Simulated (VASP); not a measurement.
A run of VASP 6.6.1 is set up as follows.

Contents of INCAR:

```
  PREC = Accurate
  ENCUT = 500
  EDIFF = 1E-6
  ISMEAR = -1
  SIGMA = 0.0086
  LREAL = False
  LASPH = True
  NELM = 120
  ALGO = Normal
  ISIF = 2
  LWAVE = False
  LCHARG = True
  GGA = PE
  LELF = True
  LVHAR = True
  NBANDS = 10
  GGA_COMPAT = False
```

File KPOINTS:

```
Automatic mesh
0
Gamma
  6 6 6
```

The input POSCAR:

```
I
1.0
    0.0000000000      2.3656004428      3.9098401324
    2.1922454667      0.0000000000      3.9098401324
    2.1922454667      2.3656004428      0.0000000000
I
1
Direct
    0.0000000000      0.0000000000      0.0000000000
```

Potentials or basis: VASP PAW PBE potentials, release 64 (I).

The run is started by

```bash
$ cat potpaw_PBE.64/I/POTCAR > POTCAR
$ mpirun -np 1 vasp_std > vasp.out
```

Q: Estimate the pressure.

A: 0.6 GPa.

Stress tensor (GPa, compression positive):
```
0.63 0.00 0.00
0.00 0.25 0.00
0.00 0.00 0.80
```

Caveat: an odd number of electrons without spin polarisation forces a metal; a magnetic or distorted state may lie lower.
